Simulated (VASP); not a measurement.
## Na: single point with PBEsol

The system is Na.

```
Na
1.0
     3.71535    0.00000    0.00000
    -1.85768    3.21759    0.00000
     0.00000    0.00000    6.09691
Na
2
Cartesian
  0.0000 2.1451 1.5242
  1.8577 1.0725 4.5727
```

This isn't the form of Na at room conditions, which is bcc.

* Program: VASP 6.6.1
* Task: single point
* Functional: PBEsol
* Potentials or basis: VASP PAW PBE potentials, release 64 (Na_pv)
* Cutoff: 520 eV
* k mesh: 13 × 13 × 7
* Occupations: fermi-dirac, width 0.1 eV
* Spin: no spin polarisation
* Dipole correction: no
* Further INCAR settings: ALGO = Normal; EDIFF = 1e-06; NBANDS = 14

```yaml
Pressure: 0.0 GPa
Band_gap_on_the_k_mesh: zero (bands 7 and 8 overlap by 3.42 eV)
```

Levels at points of the mesh, in eV from the Fermi level:
```csv
k point,band 5,band 6,band 7,band 8,band 9,band 10
"(0.00, 0.00, 0.00)",-24.77,-24.76,-3.31,0.53,0.96,10.12
```

It took 51 s on 1 thread of Intel Xeon 8259CL (shared host), peak memory 0.21 GiB.

Caveat: the PAW data sets were made with another functional, which shifts forces and pressure a little.
